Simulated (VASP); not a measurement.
# Re (P6_3/mmc) in VASP: a series of runs

The runs below take Re through single point, with PBE, PBEsol.

All numbers are computed with VASP 6.6.1; they aren't measurements. Logs are shortened: lines on timing, memory, paths and dates and some standing lists are left out, and cuts for length are marked.

## 1. The cell of the first run

It takes space group P6_3/mmc (No. 194, hexagonal). The conventional cell has a = 2.761 Å, b = 2.761 Å, c = 4.458 Å, α = 90.00°, β = 90.00°, γ = 120.00°. Within 3.6 Å of Re (site symmetry -6m2) lie 12 Re at 2.74 to 2.76 Å.

## 2. Single point, PBE

File INCAR:

```
PREC = Accurate ; ENCUT = 520
EDIFF = 1E-7 ; ISMEAR = -1
SIGMA = 0.05 ; LREAL = F
LASPH = T ; NELM = 60
ALGO = Fast ; ISIF = 2
LWAVE = F ; LCHARG = F
GGA = PE ; NBANDS = 14
```

File KPOINTS:

```
regular mesh
0
Gamma
  6 6 4
```

File POSCAR:

```
Re
1.0
    2.7608000000      0.0000000000      0.0000000000
   -1.3804000000      2.3909229348      0.0000000000
    0.0000000000      0.0000000000      4.4582000000
Re
2
Direct
    0.6666666667      0.3333333333      0.7500000000
    0.3333333333      0.6666666667      0.2500000000
```

Potentials or basis: VASP PAW PBE potentials, release 64 (Re).

Command:

```
> cat potpaw_PBE.64/Re/POTCAR > POTCAR
> mpirun -np 1 vasp_std > vasp.out
```

OUTCAR:

```text
PREC = Accurate
   ENCUT = 520
   EDIFF = 1E-7
   ISMEAR = -1
   LREAL = F
   LASPH = T
   NELM = 60
   ISIF = 2
   GGA = PE

 ion  position               nearest neighbor table
   1  0.667  0.333  0.750-   2 2.74   2 2.74   2 2.74   2 2.74   2 2.74   2 2.74
   2  0.333  0.667  0.250-   1 2.74   1 2.74   1 2.74   1 2.74   1 2.74   1 2.74

  LATTYP: Found a hexagonal cell.
 ALAT       =     2.7608000000
 C/A-ratio  =     1.6148217908

  Lattice vectors:

 A1 = (   2.7608000000,   0.0000000000,   0.0000000000)
 A2 = (  -1.3804000000,   2.3909229348,   0.0000000000)
 A3 = (   0.0000000000,   0.0000000000,   4.4582000000)

Analysis of symmetry for initial positions (statically):
=====================================================================
 Subroutine PRICEL returns:
 Original cell was already a primitive cell.

 Routine SETGRP: Setting up the symmetry group for a
 hexagonal supercell.

 Subroutine GETGRP returns: Found 24 space group operations
 (whereof 12 operations were pure point group operations)
 out of a pool of 24 trial point group operations.

The static configuration has the point symmetry D_3d.
 The point group associated with its full space group is D_6h.

Analysis of symmetry for dynamics (positions and initial velocities):
=====================================================================
 Subroutine PRICEL returns:
 Original cell was already a primitive cell.

 Routine SETGRP: Setting up the symmetry group for a
 hexagonal supercell.

 Subroutine GETGRP returns: Found 24 space group operations
 (whereof 12 operations were pure point group operations)
 out of a pool of 24 trial point group operations.

The dynamic configuration has the point symmetry D_3d.
 The point group associated with its full space group is D_6h.

 Subroutine INISYM returns: Found 24 space group operations
 (whereof 12 operations are pure point group operations),
 and found     1 'primitive' translations

----------------------------------------------------------------------------------------

                                     Primitive cell

  volume of cell :      29.4280

  direct lattice vectors                    reciprocal lattice vectors
     2.760800000  0.000000000  0.000000000     0.362213851  0.209124264  0.000000000
    -1.380400000  2.390922935  0.000000000     0.000000000  0.418248529  0.000000000
     0.000000000  0.000000000  4.458200000     0.000000000  0.000000000  0.224305774

  length of vectors
     2.760800000  2.760800000  4.458200000     0.418248529  0.418248529  0.224305774

  position of ions in fractional coordinates (direct lattice)
     0.666666667  0.333333333  0.750000000
     0.333333333  0.666666667  0.250000000

  ion indices of the primitive-cell ions
   primitive index   ion index
                 1           1
                 2           2

----------------------------------------------------------------------------------------

 KPOINTS: regular mesh

Automatic generation of k-mesh.
 Grid dimensions read from file:
 generate k-points for:    6    6    4

 Generating k-lattice:

  Cartesian coordinates                     Fractional coordinates (reciprocal lattice)
     0.060368975  0.034854044  0.000000000     0.166666667 -0.000000000  0.000000000
     0.000000000  0.069708088  0.000000000     0.000000000  0.166666667  0.000000000
     0.000000000  0.000000000  0.056076443     0.000000000  0.000000000  0.250000000

  Length of vectors
     0.069708088  0.069708088  0.056076443

  Shift w.r.t. Gamma in fractional coordinates (k-lattice)
     0.000000000  0.000000000  0.000000000

 Subroutine IBZKPT returns following result:
 ===========================================

 Found     21 irreducible k-points:

 Following reciprocal coordinates:
            Coordinates               Weight
  0.000000  0.000000  0.000000      1.000000
  0.166667 -0.000000  0.000000      6.000000
  0.333333 -0.000000  0.000000      6.000000
  0.500000 -0.000000  0.000000      3.000000
  0.166667  0.166667  0.000000      6.000000
  0.333333  0.166667  0.000000     12.000000
[... 13 lines left out ...]
  0.333333  0.166667  0.500000     12.000000
  0.333333  0.333333  0.500000      2.000000
   k-points           NKPTS =     21   k-points in BZ     NKDIM =     21   number of bands    NBANDS=     14
   number of dos      NEDOS =    301   number of ions     NIONS =      2
   total plane-waves  NPLWV =  20736
   dimension x,y,z NGX =    24 NGY =   24 NGZ =   36
   dimension x,y,z NGXF=    48 NGYF=   48 NGZF=   72
   ions per type =               2
   NGX,Y,Z   is equivalent  to a cutoff of  14.45, 14.45, 13.42 a.u.
   NGXF,Y,Z  is equivalent  to a cutoff of  28.90, 28.90, 26.85 a.u.
 SYSTEM =  unknown system
   PREC   = accura    normal or accurate (medium, high low for compatibility)
   ISTART =      0    job   : 0-new  1-cont  2-samecut
   ICHARG =      2    charge: 1-file 2-atom 10-const
   ISPIN  =      1    spin polarized calculation?
   LNONCOLLINEAR =      F non collinear calculations
   LSORBIT =      F    spin-orbit coupling
   LASPH  =      T    aspherical Exc in radial PAW
   ENCUT  =  520.0 eV  38.22 Ry    6.18 a.u.   5.13  5.13  8.29*2*pi/ulx,y,z
   NELM   =     60;   NELMIN=  2; NELMDL= -5     # of ELM steps
   EDIFF  = 0.1E-06   stopping-criterion for ELM
   LREAL  =      F    real-space projection
   EDIFFG = 0.1E-05   stopping-criterion for IOM
   NSW    =      0    number of steps for IOM
   IBRION =     -1    ionic relax: 0-MD 1-quasi-New 2-CG
   NFREE  =      0    steps in history (QN), initial steepest desc. (CG)
   ISIF   =      2    stress and relaxation
   ISYM   =      2    0-nonsym 1-usesym 2-fastsym
   POTIM  = 0.5000    time-step for ionic-motion
   TEBEG  =    0.0;   TEEND  =   0.0 temperature during run
   PSTRESS=    0.0 pullay stress
   NELECT =      14.0000    total number of electrons
   NUPDOWN=      -1.0000    fix difference up-down
   EMIN   =  10.00;   EMAX   =-10.00  energy-range for DOS
   EFERMI =   0.00;   METHOD = LEGACY
   ISMEAR =    -1;   SIGMA  =   0.05  broadening in eV -4-tet -1-fermi 0-gaus
   EFERMI_NEDOS =   21; number of points for ismear=-14 and -15
   IALGO  =     68    algorithm
   IMIX   =      4    mixing-type and parameters
     AMIX     =   0.40;   BMIX     =  1.00
     AMIX_MAG =   1.60;   BMIX_MAG =  1.00
  volume/ion in A,a.u.               =      14.71        99.29
  Fermi-wavevector in a.u.,A,eV,Ry     =   1.278000  2.415070 22.222174  1.633284
  Thomas-Fermi vector in A             =   2.410568
   LORBIT       =      0    0 simple, 1 ext, 2 COOP (PROOUT), +10 PAW based schemes
   GGA     = PE    functional components
   LHFCALC =     F    Hartree Fock is set to
   AEXX    =    0.0000 exact exchange contribution
   IVDW    =     0    specifies the selected vdW correction
   LEPSILON=     F    determine dielectric tensor
   LRPA    =     F    only Hartree local field effects (RPA)
 non-spin polarized calculation
 RMM-DIIS sequential band-by-band and
  energy-cutoff  :      520.00
  volume of cell :       29.43
 maximum number of plane-waves:       808
 NGX is ok and might be reduce to    24
   NGX = 11   NGY = 11   NGZ = 17

 number of electron      14.0000000 magnetization

 Free energy of the ion-electron system (eV)
  ---------------------------------------------------
  ext. energy  EPLUGINS =         0.00000000
  ---------------------------------------------------
  free energy    TOTEN  =       -24.86035400 eV

  energy without entropy =      -24.85128577  energy(sigma->0) =      -24.85581989

 E-fermi :   7.8549     XC(G=0): -13.7322

 val. band max:        7.8529784104   @ k =   0.3333   0.3333   0.0000
 cond. band min:       7.9544445770   @ k =   0.3333   0.3333   0.5000
 fundamental gap:      0.1014661666
 Fermi energy:         7.8549048396

 k-point     1 :       0.0000    0.0000    0.0000
  band No.  band energies     occupation
      1      -1.9797      2.00000
      2       1.2653      2.00000
      3       6.3016      2.00000
      4       6.3064      2.00000
      5       6.3064      2.00000
      6       7.1432      2.00000
      7       7.1432      2.00000
      8       8.0651      0.02941
      9       8.0651      0.02941
     10       8.4993      0.00001
     11      11.2398      0.00000
     12      11.2398      0.00000
     13      17.8973      0.00000
     14      22.0400      0.00000

 k-point     2 :       0.1667   -0.0000    0.0000
  band No.  band energies     occupation
      1      -0.9044      2.00000
      2       2.1900      2.00000
      3       5.0927      2.00000
      4       5.8819      2.00000
      5       6.4332      2.00000
      6       7.3257      1.99995
      7       7.3570      1.99991
      8       7.4889      1.99868
      9       7.6692      1.95242
     10       8.1006      0.01458
     11      11.6807      0.00000
     12      14.3808      0.00000
     13      17.7178      0.00000
     14      24.0619      0.00000

 k-point     3 :       0.3333   -0.0000    0.0000
  band No.  band energies     occupation
      1       1.2569      2.00000
      2       2.4596      2.00000
      3       3.4958      2.00000
      4       5.2071      2.00000
      5       6.3469      2.00000
      6       6.4766      2.00000
      7       6.8542      2.00000
      8       9.9526      0.00000
      9       9.9671      0.00000
     10      10.5117      0.00000
     11      12.1292      0.00000
     12      17.0741      0.00000
     13      18.3726      0.00000
     14      20.1830      0.00000

 k-point     4 :       0.5000   -0.0000    0.0000
  band No.  band energies     occupation
      1       1.9112      2.00000
      2       2.0525      2.00000
      3       2.6340      2.00000
      4       5.9415      2.00000
      5       6.1475      2.00000
      6       6.5085      2.00000
      7       7.2811      1.99998
      8      11.8478      0.00000
      9      12.2457      0.00000
     10      12.3819      0.00000
     11      13.9397      0.00000
     12      14.9541      0.00000
     13      18.0867      0.00000
     14      20.3312      0.00000

 k-point     5 :       0.1667    0.1667    0.0000
  band No.  band energies     occupation
      1       0.8894      2.00000
      2       3.3636      2.00000
      3       4.1057      2.00000
      4       4.1522      2.00000
      5       6.0148      2.00000
      6       6.1472      2.00000
      7       7.4835      1.99881
      8       8.2326      0.00105
      9       9.4751      0.00000
     10      10.3835      0.00000
     11      11.7589      0.00000
[... 225 lines left out ...]
 k-point    19 :       0.1667    0.1667    0.5000
  band No.  band energies     occupation
      1       2.2680      2.00000
      2       2.2680      2.00000
      3       4.4650      2.00000
      4       4.4650      2.00000
      5       5.4791      2.00000
      6       5.4791      2.00000
      7       7.8037      1.47122
      8       7.8037      1.47122
      9      10.8266      0.00000
     10      10.8266      0.00000
     11      11.5281      0.00000
     12      11.5281      0.00000
     13      22.6556      0.00000
     14      22.6556      0.00000

 k-point    20 :       0.3333    0.1667    0.5000
  band No.  band energies     occupation
      1       2.3395      2.00000
      2       2.3395      2.00000
      3       4.3478      2.00000
      4       4.3478      2.00000
      5       6.2635      2.00000
      6       6.2635      2.00000
      7       8.1689      0.00374
      8       8.1689      0.00374
      9      11.7527      0.00000
     10      11.7527      0.00000
     11      13.9772      0.00000
     12      13.9772      0.00000
     13      19.4725      0.00000
     14      19.4725      0.00000

 k-point    21 :       0.3333    0.3333    0.5000
  band No.  band energies     occupation
      1       3.3383      2.00000
      2       3.3383      2.00000
      3       4.1538      2.00000
      4       4.1538      2.00000
      5       5.7383      2.00000
      6       5.7383      2.00000
      7       7.9544      0.24035
      8       7.9544      0.24035
      9      11.2430      0.00000
     10      11.2430      0.00000
     11      17.4155      0.00000
     12      17.4155      0.00000
     13      18.3403      0.00000
     14      18.3403      0.00000

------------------------ aborting loop because EDIFF is reached ----------------------------------------

  FORCE on cell =-STRESS in cart. coord.  units (eV):
  Direction    XX          YY          ZZ          XY          YZ          ZX
  --------------------------------------------------------------------------------------
  -------------------------------------------------------------------------------------
  Total        1.0110816      1.0110816      1.2957584     -0.0000000      0.0000000      0.0000000
  in kB       55.0473883     55.0473883     70.5463479     -0.0000000      0.0000000      0.0000000
  external PRESSURE =      60.2137082 kB  Pullay stress =       0.0000000 kB

 VOLUME and BASIS-vectors are now :
 -----------------------------------------------------------------------------
  energy-cutoff  :      520.00
  volume of cell :       29.43
      direct lattice vectors                 reciprocal lattice vectors
     2.760800000  0.000000000  0.000000000     0.362213851  0.209124264  0.000000000
    -1.380400000  2.390922935  0.000000000     0.000000000  0.418248529  0.000000000
     0.000000000  0.000000000  4.458200000     0.000000000  0.000000000  0.224305774

 POSITION                                       TOTAL-FORCE (eV/Angst)
 -----------------------------------------------------------------------------------
      1.38040      0.79697      3.34365         0.000000      0.000000      0.000000
     -0.00000      1.59395      1.11455        -0.000000     -0.000000      0.000000
 -----------------------------------------------------------------------------------
    total drift:                               -0.000000      0.000000     -0.000000

  FREE ENERGIE OF THE ION-ELECTRON SYSTEM (eV)
  ---------------------------------------------------
  free  energy   TOTEN  =       -24.8603540049 eV

  energy  without entropy=      -24.8512857674  energy(sigma->0) =      -24.85581989
```

It took 8.9 s on 1 thread of Intel Xeon 6975P-C, shared host; peak memory 0.15 GiB.

Results:

```
Free energy            : -24.8604 eV
Pressure               : 6.0 GPa
Band gap on the k mesh : zero (band 7 reaches 8.97 eV, above the bottom of band 8 at 6.18 eV)
```

Stress tensor (GPa, compression positive):
```
5.50 0.00 0.00
0.00 5.50 0.00
0.00 0.00 7.05
```

Levels at points of the mesh, in eV from the Fermi level:
```
           k point  band 3  band 4  band 5  band 6  band 7  band 8  band 9  band 10  band 11  band 12
(0.00, 0.00, 0.00)   -1.55   -1.55   -1.55   -0.71   -0.71    0.21    0.21     0.64     3.38     3.38
(0.50, 0.00, 0.00)   -5.22   -1.91   -1.71   -1.35   -0.57    3.99    4.39     4.53     6.08     7.10
(0.00, 0.00, 0.50)   -2.36   -2.36   -1.68   -1.68   -1.68   -1.68    2.57     2.57     2.57     2.57
(0.50, 0.00, 0.50)   -4.06   -4.06    0.42    0.42    0.95    0.95    4.30     4.30     4.80     4.80
```

Caveat: the k points lie up to 0.44 Å⁻¹ apart; spin-orbit coupling is left out, which moves the levels of the heavy elements.

## 3. Single point, PBEsol

File INCAR:

```
SYSTEM = Re
PREC     = Accurate       ! precision mode
ENCUT    = 520            ! plane-wave cutoff, eV
EDIFF    = 1E-6           ! SCF threshold, eV
ISMEAR   = -1             ! smearing method
SIGMA    = 0.05           ! smearing width, eV
LREAL    = .False.        ! projectors in reciprocal space
LASPH    = .True.         ! aspherical terms in the spheres
NELM     = 80             ! most SCF steps
ALGO     = Normal         ! electronic algorithm
ISIF     = 2              ! what is computed and relaxed
LWAVE    = .False.        ! write WAVECAR
LCHARG   = .True.         ! write CHGCAR
GGA      = PS             ! functional
LELF     = .True.         ! ELF
LVHAR    = .True.       
NBANDS   = 14             ! bands
```

File KPOINTS:

```
regular mesh
0
Gamma
  6 6 4
  0 0 0
```

POSCAR is that of step 2.

Potentials or basis: VASP PAW PBE potentials, release 64 (Re).

Command:

```
> cat potpaw_PBE.64/Re/POTCAR > POTCAR
> mpirun -np 1 vasp_std > vasp.out
```

Run time: 10 s. Hardware: 1 thread of Intel Xeon 6975P-C, shared host; peak memory 0.15 GiB.

The run converged. Its results:

* Free energy: -26.7502 eV
* Pressure: -3.8 GPa
* Band gap on the k mesh: zero (band 7 reaches 8.80 eV, above the bottom of band 8 at 6.00 eV)

Stress tensor (GPa, compression positive):
```
-4.27  0.00  0.00
 0.00 -4.27  0.00
 0.00  0.00 -2.95
```

Levels at points of the mesh, in eV from the Fermi level:
```tsv
k point	band 3	band 4	band 5	band 6	band 7	band 8	band 9	band 10	band 11	band 12
(0.00, 0.00, 0.00)	-1.56	-1.55	-1.55	-0.71	-0.71	0.21	0.21	0.64	3.39	3.39
(0.50, 0.00, 0.00)	-5.23	-1.92	-1.71	-1.35	-0.57	4.01	4.40	4.54	6.10	7.10
(0.00, 0.00, 0.50)	-2.36	-2.36	-1.68	-1.68	-1.68	-1.68	2.58	2.58	2.58	2.58
(0.50, 0.00, 0.50)	-4.07	-4.07	0.42	0.42	0.95	0.95	4.32	4.32	4.81	4.81
```

Caveat: the k points lie up to 0.44 Å⁻¹ apart; the PAW data sets were made with another functional, which shifts forces and pressure a little; spin-orbit coupling is left out, which moves the levels of the heavy elements.
